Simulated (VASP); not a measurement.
Write the native input for VASP 6.6.1 that does the following.

* Task: single point
* Functional: LDA
* Potentials or basis: VASP PAW LDA potentials, release 64 (Pt)
* Cutoff: 520 eV
* k mesh: 11 × 11 × 11
* Occupations: fermi-dirac, width 0.1 eV
* Spin: no spin polarisation
* Dipole correction: no
* Further INCAR settings: ALGO = Normal; EDIFF = 1e-07; NBANDS = 17

The structure of Pt lies in POSCAR:

```
Pt
1.0
    0.0000000000      2.8617980635      2.8617980635
    2.8617980635      0.0000000000      2.8617980635
    2.8617980635      2.8617980635      0.0000000000
Pt
2
Direct
    0.1250000000      0.1250000000      0.1250000000
    0.8750000000      0.8750000000      0.8750000000
```

This cell differs from its parent crystal: volume scaled by 1.04.

One way to write it, as run:

INCAR

```
PREC     = Accurate       # precision mode
ENCUT    = 520            # plane-wave cutoff, eV
EDIFF    = 1E-7           # SCF threshold, eV
ISMEAR   = -1             # smearing method
SIGMA    = 0.1            # smearing width, eV
LREAL    = F              # projectors in reciprocal space
LASPH    = T              # aspherical terms in the spheres
NELM     = 60             # most SCF steps
ALGO     = Normal         # electronic algorithm
ISIF     = 2              # what is computed and relaxed
LWAVE    = F              # write WAVECAR
LCHARG   = F              # write CHGCAR
NBANDS   = 17             # bands
```

KPOINTS

```
regular mesh
0
Gamma
  11 11 11
```

Potentials or basis: VASP PAW LDA potentials, release 64 (Pt).

Command:

```bash
$ cat potpaw_LDA.64/Pt/POTCAR > POTCAR
$ mpirun -np 1 vasp_std > vasp.out
```

Results of the run:

- Pressure: -5.1 GPa
- Band gap on the k mesh: zero (band 10 reaches 5.35 eV, above the bottom of band 11 at 4.73 eV)

Caveat: spin-orbit coupling is left out, which moves the levels of the heavy elements.

Wall time 17 s on 1 thread of Intel(R) Xeon(R) 6975P-C (Granite Rapids), with other jobs on the host, peak memory 0.16 GiB.
